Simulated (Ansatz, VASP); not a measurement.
**In3Sb in VASP and in Ansatz**

```
In Sb
1.0
     4.83696    0.00000    0.00000
     0.00000    4.83696    0.00000
     0.00000    0.00000    4.83696
In Sb
3 1
Direct
  0.50000 0.50000 0.00000
  0.50000 0.00000 0.50000
  0.00000 0.50000 0.50000
  0.00000 0.00000 0.00000
```

Alike in both runs: task single point; functional r2SCAN; k mesh 6 × 6 × 6; occupations gaussian, width 0.1 eV; no spin polarisation.

|  | VASP | Ansatz |
| --- | --- | --- |
| version | VASP 6.6.1 | Ansatz 0.2.0 |
| potentials or method | VASP PAW PBE potentials, release 64 (In_d, Sb), cutoff 520 eV | scalar-relativistic, plane waves, PAW |
| valence electrons in the cell | 44 | 54 |

```csv
,VASP,Ansatz,Ansatz less VASP
gap on the k mesh at the Fermi level (eV),none,none,-
pressure (GPa),-1.0,-1.0,0.00
```

VASP's potentials were made for PBE, not for r2SCAN. A gap of «none» marks a metal or a gap that the smearing closes. With one functional, cell and mesh, what is left measures potentials, basis and numerics. VASP's potentials hold 44 valence electrons a cell and Ansatz's 54, so a difference there can come from the potentials and not from the codes.

Neither program's run includes spin-orbit coupling.
